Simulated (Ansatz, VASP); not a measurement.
**ZrC: VASP beside Ansatz**

The input INCAR:

```
  PREC = Accurate
  ENCUT = 520
  EDIFF = 1E-6
  ISMEAR = -1
  SIGMA = 0.03
  LREAL = False
  LASPH = True
  NELM = 100
  ALGO = Normal
  ISIF = 2
  LWAVE = False
  LCHARG = False
  GGA = PE
  NBANDS = 15
```

Contents of KPOINTS:

```
regular mesh
0
Gamma
  11 11 11
```

File POSCAR:

```
ZrC
1.0
    0.0000000000      2.5194681777      2.5194681777
    2.5194681777      0.0000000000      2.5194681777
    2.5194681777      2.5194681777      0.0000000000
Zr C
1 1
Direct
    0.0000000000      0.0000000000      0.0000000000
    0.2500000000      0.2500000000      0.2500000000
```

Input for Ansatz:

```yaml
crystal:
  lattice:
    - [0.0, 2.5194681777, 2.5194681777]
    - [2.5194681777, 0.0, 2.5194681777]
    - [2.5194681777, 2.5194681777, 0.0]
  atoms:
    - { symbol: Zr, position: [0.0, 0.0, 0.0] }
    - { symbol: C, position: [0.25, 0.25, 0.25] }
kpoints:
  mp_grid: { grid: [11, 11, 11] }
scf:
  occupations: { method: fermi_dirac, width: 0.03 }
hamiltonian:
  xc: pbe
  pseudopotentials: { kind: all_electron, lapw: { basis_error: 0.001 } }
output:
  forces: true
  stress: true
  eigenvalues: true
```

Change from the starting cell: volume scaled by 0.97.

Alike in both runs: task single point; functional PBE; k mesh 11 × 11 × 11; occupations fermi-dirac, width 0.03 eV; no spin polarisation.

```csv
,VASP,Ansatz
version,VASP 6.6.1,Ansatz 0.2.0
potentials or method,"VASP PAW PBE potentials, release 64 (Zr_sv, C), cutoff 520 eV","all-electron LAPW, scalar-relativistic"
```

|  | VASP | Ansatz | Ansatz less VASP |
| --- | --- | --- | --- |
| pressure (GPa) | 4.9 | 4.7 | -0.13 |

Ansatz ran all-electron here, and VASP with PAW potentials.
